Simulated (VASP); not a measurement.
The system is Fe.

```
Fe
1.0
     0.00000    3.58300    3.58300
     1.79150    0.00000    1.79150
     1.79150    1.79150    0.00000
Fe
2
Cartesian
  0.0000 0.0000 0.0000
  0.0000 1.7915 1.7915
```

Base run:

```yaml
Program: VASP 6.6.1
Functional: PBEsol
Potentials_or_basis: VASP PAW PBE potentials, release 64 (Fe)
Cutoff: 520 eV
k_mesh: 6 × 12 × 12
Occupations: fermi-dirac, width 0.1 eV
Spin: collinear spin, ferromagnetic start
Starting_moments: "[5.6, 5.6] μB"
```

Its results: pressure -6.8 GPa; net moment 4.54 μB per cell; site moments Fe +2.25 μB.

**Question.** The run is repeated on the same cell with these changes: spin from collinear spin, ferromagnetic start to collinear spin, antiferromagnetic start; moments at the start from [5.6, 5.6] to [4.0, -4.0]. What comes out?

**Answer.** Pressure -21.3 GPa; net moment 0.00 μB per cell; site moments Fe +1.62, -1.62 μB.

Caveats: the PAW data sets were made with another functional, which shifts forces and pressure a little.
